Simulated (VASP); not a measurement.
# K in VASP: single point with PBE

Aim: the single point of K with PBE.

Program: VASP 6.6.1. These are calculated values, not measurements. Logs are shortened: lines on timing, memory, paths and dates and some standing lists are left out, and cuts for length are marked.

### 1 The cell of the first run

The cell holds a slab with vacuum, 3 atoms: a = 4.568 Å, b = 4.568 Å, c = 22.460 Å, α = 90.00°, β = 90.00°, γ = 109.47°.

### 2 Single point, PBE

Contents of INCAR:

```
SYSTEM = K
PREC = Accurate ; ENCUT = 520
EDIFF = 1E-7 ; ISMEAR = 0
SIGMA = 0.1 ; LREAL = .False.
LASPH = .True. ; NELM = 60
ALGO = Fast ; ISIF = 2
LWAVE = .False. ; LCHARG = .False.
LDIPOL = .True. ; IDIPOL = 3
DIPOL = 0.5 0.5 0.500 ; GGA = PE
NBANDS = 20
```

Contents of KPOINTS:

```
regular mesh
0
Gamma
  8 8 1
  0 0 0
```

Contents of POSCAR:

```
K
1.0
    4.5680620907      0.0000000000      0.0000000000
   -1.5226873636      4.3068102416      0.0000000000
    0.0000000000      0.0000000000     22.4596141571
K
3
Direct
    0.5000000000      0.5000000000      0.3339327180
    0.0000000000      0.0000000000      0.5000000000
    0.5000000000      0.5000000000      0.6660672820
```

Potentials or basis: VASP PAW PBE potentials, release 64 (K_sv).

On the command line:

```
$ cat potpaw_PBE.64/K_sv/POTCAR > POTCAR
$ mpirun -np 1 vasp_std > vasp.out
```

OUTCAR:

```text
SYSTEM = K
   PREC = Accurate
   ENCUT = 520
   EDIFF = 1E-7
   ISMEAR = 0
   LREAL = .False.
   LASPH = .True.
   NELM = 60
   ISIF = 2
   GGA = PE

 ion  position               nearest neighbor table
   1  0.500  0.500  0.334-
   2  0.000  0.000  0.500-
   3  0.500  0.500  0.666-

  LATTYP: Found a base centered orthorhombic cell.
 ALAT       =     5.2747437554
 B/A-ratio  =     1.4142135624
 C/A-ratio  =     4.2579535990

  Lattice vectors:

 A1 = (   4.5680620907,   0.0000000000,   0.0000000000)
 A2 = (  -1.5226873636,   4.3068102416,   0.0000000000)
 A3 = (   0.0000000000,   0.0000000000,  22.4596141571)

Analysis of symmetry for initial positions (statically):
=====================================================================
 Subroutine PRICEL returns:
 Original cell was already a primitive cell.

 Routine SETGRP: Setting up the symmetry group for a
 base centered orthorhombic supercell.

 Subroutine GETGRP returns: Found  8 space group operations
 (whereof  8 operations were pure point group operations)
 out of a pool of  8 trial point group operations.

The static configuration has the point symmetry D_2h.

Analysis of symmetry for dynamics (positions and initial velocities):
=====================================================================
 Subroutine PRICEL returns:
 Original cell was already a primitive cell.

 Routine SETGRP: Setting up the symmetry group for a
 base centered orthorhombic supercell.

 Subroutine GETGRP returns: Found  8 space group operations
 (whereof  8 operations were pure point group operations)
 out of a pool of  8 trial point group operations.

The dynamic configuration has the point symmetry D_2h.

 Subroutine INISYM returns: Found  8 space group operations
 (whereof  8 operations are pure point group operations),
 and found     1 'primitive' translations

----------------------------------------------------------------------------------------

                                     Primitive cell

  volume of cell :     441.8654

  direct lattice vectors                    reciprocal lattice vectors
     4.568062091  0.000000000  0.000000000     0.218911210  0.077396801  0.000000000
    -1.522687364  4.306810242  0.000000000     0.000000000  0.232190402  0.000000000
     0.000000000  0.000000000 22.459614157     0.000000000  0.000000000  0.044524362

  length of vectors
     4.568062091  4.568062091 22.459614157     0.232190402  0.232190402  0.044524362

  position of ions in fractional coordinates (direct lattice)
     0.500000000  0.500000000  0.333932718
     0.000000000  0.000000000  0.500000000
     0.500000000  0.500000000  0.666067282

  ion indices of the primitive-cell ions
   primitive index   ion index
                 1           1
                 2           2
                 3           3

----------------------------------------------------------------------------------------

 KPOINTS: regular mesh

Automatic generation of k-mesh.
 Grid dimensions read from file:
 generate k-points for:    8    8    1

 Generating k-lattice:

  Cartesian coordinates                     Fractional coordinates (reciprocal lattice)
     0.027363901  0.009674600  0.000000000     0.125000000  0.000000000  0.000000000
     0.000000000  0.029023800  0.000000000     0.000000000  0.125000000  0.000000000
     0.000000000  0.000000000  0.044524362     0.000000000  0.000000000  1.000000000

  Length of vectors
     0.029023800  0.029023800  0.044524362

  Shift w.r.t. Gamma in fractional coordinates (k-lattice)
     0.000000000  0.000000000  0.000000000

 Subroutine IBZKPT returns following result:
 ===========================================

 Found     21 irreducible k-points:

 Following reciprocal coordinates:
            Coordinates               Weight
  0.000000  0.000000  0.000000      1.000000
  0.125000  0.000000  0.000000      4.000000
  0.250000  0.000000  0.000000      4.000000
  0.375000 -0.000000  0.000000      4.000000
  0.500000  0.000000  0.000000      2.000000
  0.125000  0.125000  0.000000      2.000000
[... 13 lines left out ...]
 -0.375000  0.375000  0.000000      2.000000
  0.500000  0.500000  0.000000      1.000000
   k-points           NKPTS =     21   k-points in BZ     NKDIM =     21   number of bands    NBANDS=     20
   number of dos      NEDOS =    301   number of ions     NIONS =      3
   total plane-waves  NPLWV = 217728
   dimension x,y,z NGX =    36 NGY =   36 NGZ =  168
   dimension x,y,z NGXF=    72 NGYF=   72 NGZF=  336
   ions per type =               3
   NGX,Y,Z   is equivalent  to a cutoff of  13.10, 13.10, 12.44 a.u.
   NGXF,Y,Z  is equivalent  to a cutoff of  26.20, 26.20, 24.87 a.u.
 SYSTEM =  K
   PREC   = accura    normal or accurate (medium, high low for compatibility)
   ISTART =      0    job   : 0-new  1-cont  2-samecut
   ICHARG =      2    charge: 1-file 2-atom 10-const
   ISPIN  =      1    spin polarized calculation?
   LNONCOLLINEAR =      F non collinear calculations
   LSORBIT =      F    spin-orbit coupling
   LASPH  =      T    aspherical Exc in radial PAW
   ENCUT  =  520.0 eV  38.22 Ry    6.18 a.u.   8.49  8.49 41.76*2*pi/ulx,y,z
   NELM   =     60;   NELMIN=  2; NELMDL= -5     # of ELM steps
   EDIFF  = 0.1E-06   stopping-criterion for ELM
   LREAL  =      F    real-space projection
   EDIFFG = 0.1E-05   stopping-criterion for IOM
   NSW    =      0    number of steps for IOM
   IBRION =     -1    ionic relax: 0-MD 1-quasi-New 2-CG
   NFREE  =      0    steps in history (QN), initial steepest desc. (CG)
   ISIF   =      2    stress and relaxation
   ISYM   =      2    0-nonsym 1-usesym 2-fastsym
   POTIM  = 0.5000    time-step for ionic-motion
   TEBEG  =    0.0;   TEEND  =   0.0 temperature during run
   PSTRESS=    0.0 pullay stress
   NELECT =      27.0000    total number of electrons
   NUPDOWN=      -1.0000    fix difference up-down
   EMIN   =  10.00;   EMAX   =-10.00  energy-range for DOS
   EFERMI =   0.00;   METHOD = LEGACY
   ISMEAR =     0;   SIGMA  =   0.10  broadening in eV -4-tet -1-fermi 0-gaus
   EFERMI_NEDOS =   21; number of points for ismear=-14 and -15
   IALGO  =     68    algorithm
   IMIX   =      4    mixing-type and parameters
     AMIX     =   0.40;   BMIX     =  1.00
     AMIX_MAG =   1.60;   BMIX_MAG =  1.00
  volume/ion in A,a.u.               =     147.29       993.95
  Fermi-wavevector in a.u.,A,eV,Ry     =   0.644811  1.218517  5.657055  0.415782
  Thomas-Fermi vector in A             =   1.712262
   LORBIT       =      0    0 simple, 1 ext, 2 COOP (PROOUT), +10 PAW based schemes
   GGA     = PE    functional components
   LHFCALC =     F    Hartree Fock is set to
   AEXX    =    0.0000 exact exchange contribution
   IVDW    =     0    specifies the selected vdW correction
   LEPSILON=     F    determine dielectric tensor
   LRPA    =     F    only Hartree local field effects (RPA)
 non-spin polarized calculation
 RMM-DIIS sequential band-by-band and
 Gauss-broadening in eV      SIGMA  =   0.10
  energy-cutoff  :      520.00
  volume of cell :      441.87
 maximum number of plane-waves:     11948
 NGX is ok and might be reduce to    36
   NGX = 17   NGY = 17   NGZ = 83

 number of electron      27.0000001 magnetization

 dipolmoment           0.000000      0.000000     -0.000000 electrons x Angstroem

 Free energy of the ion-electron system (eV)
  ---------------------------------------------------
  ext. energy  EPLUGINS =         0.00000000
  ---------------------------------------------------
  free energy    TOTEN  =        -2.87908662 eV

  energy without entropy =       -2.86455975  energy(sigma->0) =       -2.87182319

 E-fermi :  -1.1864     XC(G=0):  -3.4161

 val. band max:       -1.2152197853   @ k =   0.5000   0.2500   0.0000
 cond. band min:      -1.1653648176   @ k =   0.2500   0.2500   0.0000
 fundamental gap:      0.0498549676
 Fermi energy:        -1.1863786008

 k-point     1 :       0.0000    0.0000    0.0000
  band No.  band energies     occupation
      1     -33.5105      2.00000
      2     -33.5105      2.00000
      3     -33.3255      2.00000
      4     -17.0091      2.00000
      5     -17.0065      2.00000
      6     -16.9609      2.00000
[... 12 lines left out ...]
     19       1.2151      0.00000
     20       2.0461      0.00000

 k-point     2 :       0.1250    0.0000    0.0000
  band No.  band energies     occupation
      1     -33.5102      2.00000
      2     -33.5102      2.00000
      3     -33.3252      2.00000
      4     -17.0079      2.00000
      5     -17.0059      2.00000
      6     -16.9660      2.00000
[... 12 lines left out ...]
     19       1.3115      0.00000
     20       1.7851      0.00000

 k-point     3 :       0.2500    0.0000    0.0000
  band No.  band energies     occupation
      1     -33.5095      2.00000
      2     -33.5095      2.00000
      3     -33.3245      2.00000
      4     -17.0051      2.00000
      5     -17.0045      2.00000
      6     -16.9831      2.00000
[... 12 lines left out ...]
     19       1.2367      0.00000
     20       1.5557      0.00000

 k-point     4 :       0.3750   -0.0000    0.0000
  band No.  band energies     occupation
      1     -33.5087      2.00000
      2     -33.5087      2.00000
      3     -33.3238      2.00000
      4     -17.0032      2.00000
      5     -17.0024      2.00000
      6     -17.0005      2.00000
[... 360 lines left out ...]
 k-point    20 :      -0.3750    0.3750    0.0000
  band No.  band energies     occupation
      1     -33.5074      2.00000
      2     -33.5074      2.00000
      3     -33.3224      2.00000
      4     -17.0051      2.00000
      5     -17.0050      2.00000
      6     -17.0001      2.00000
[... 12 lines left out ...]
     19       1.0154      0.00000
     20       2.0983      0.00000

 k-point    21 :       0.5000    0.5000    0.0000
  band No.  band energies     occupation
      1     -33.5068      2.00000
      2     -33.5068      2.00000
      3     -33.3218      2.00000
      4     -17.0136      2.00000
      5     -17.0133      2.00000
      6     -16.9987      2.00000
[... 12 lines left out ...]
     19       0.9206      0.00000
     20       2.0374      0.00000

------------------------ aborting loop because EDIFF is reached ----------------------------------------

 vacuum level on the upper side and lower side of the slab       (xc-potential included)        -0.421        -0.421

  FORCE on cell =-STRESS in cart. coord.  units (eV):
  Direction    XX          YY          ZZ          XY          YZ          ZX
  --------------------------------------------------------------------------------------
  -------------------------------------------------------------------------------------
  Total       -0.0896800     -0.2175046     -0.0560713     -0.1807713      0.0000000      0.0000000
  in kB       -0.3251742     -0.7886585     -0.2033111     -0.6554658      0.0000000      0.0000000
  external PRESSURE =      -0.4390480 kB  Pullay stress =       0.0000000 kB

 VOLUME and BASIS-vectors are now :
 -----------------------------------------------------------------------------
  energy-cutoff  :      520.00
  volume of cell :      441.87
      direct lattice vectors                 reciprocal lattice vectors
     4.568062091  0.000000000  0.000000000     0.218911210  0.077396801  0.000000000
    -1.522687364  4.306810242  0.000000000     0.000000000  0.232190402  0.000000000
     0.000000000  0.000000000 22.459614157     0.000000000  0.000000000  0.044524362

 POSITION                                       TOTAL-FORCE (eV/Angst)
 -----------------------------------------------------------------------------------
      1.52269      2.15341      7.50000         0.000000      0.000000      0.006054
      0.00000      0.00000     11.22981        -0.000000      0.000000      0.000000
      1.52269      2.15341     14.95961         0.000000      0.000000     -0.006054
 -----------------------------------------------------------------------------------
    total drift:                               -0.000000      0.000000      0.000000

  FREE ENERGIE OF THE ION-ELECTRON SYSTEM (eV)
  ---------------------------------------------------
  free  energy   TOTEN  =        -2.8790866205 eV

  energy  without entropy=       -2.8645597497  energy(sigma->0) =       -2.87182319

 vacuum level on the upper side and lower side of the slab         0.813         0.813
```

It took 6.6 min on 1 thread of Intel Xeon Platinum 8259CL at 2.50GHz (Skylake/Cascade Lake), shared host; peak memory 0.54 GiB.

Results:

* Free energy: -2.8791 eV
* Largest force: 0.006 eV/Å
* Band gap on the k mesh: zero (an odd number of electrons rules out a gap without spin polarisation)

Forces on the atoms (eV/Å):
```
K    0.000  0.000  0.006
K    0.000  0.000  0.000
K    0.000  0.000 -0.006
```
